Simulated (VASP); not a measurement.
## C9O: single point with PBEsol

System: C9O, a slab with vacuum.

```
C O
1.0
     2.51292    0.00000    0.00000
    -1.25646    2.17625    0.00000
     0.00000    0.00000   26.81833
C O
9 1
Direct
  0.33333 0.66667 0.31695
  0.00000 0.00000 0.33607
  0.00000 0.00000 0.39345
  0.66667 0.33333 0.41258
  0.66667 0.33333 0.47010
  0.33333 0.66667 0.48917
  0.33333 0.66667 0.54667
  0.00000 0.00000 0.56684
  0.00000 0.00000 0.62165
  0.00000 0.00000 0.66553
```

```
Program             : VASP 6.6.1
Task                : single point
Functional          : PBEsol
Potentials or basis : VASP PAW PBE potentials, release 64 (C_h, O_h)
Cutoff              : 910 eV
k mesh              : 12 × 12 × 1
Occupations         : gaussian, width 0.05 eV
Spin                : no spin polarisation
```

- Largest force: 4.575 eV/Å
- Band gap on the k mesh: zero (bands 21 and 22 overlap by 0.21 eV)

Forces on the atoms (eV/Å):
```
C    0.000  0.000  4.064
C    0.000  0.000 -4.575
C    0.000  0.000  0.744
C    0.000  0.000 -0.251
C    0.000  0.000 -0.010
C    0.000  0.000  0.014
C    0.000  0.000  0.010
C    0.000  0.000  0.011
C    0.000  0.000 -0.151
O    0.000  0.000  0.146
```

Levels at points of the mesh, in eV from the Fermi level:
| k point | band 17 | band 18 | band 19 | band 20 | band 21 | band 22 | band 23 | band 24 | band 25 | band 26 |
| --- | --- | --- | --- | --- | --- | --- | --- | --- | --- | --- |
| (0.00, 0.00, 0.00) | -2.28 | -2.28 | -0.81 | -0.81 | -0.05 | 3.34 | 3.71 | 3.71 | 5.39 | 5.41 |
| (0.50, 0.00, 0.00) | -5.48 | -5.34 | -4.49 | -3.81 | -0.93 | -0.10 | 3.42 | 3.56 | 4.22 | 4.99 |

It took 7.3 min on 1 thread of Intel(R) Xeon(R) Platinum 8488C (Sapphire Rapids) (shared host), peak memory 0.57 GiB.

Caveat: the PAW data sets were made with another functional, which shifts forces and pressure a little.
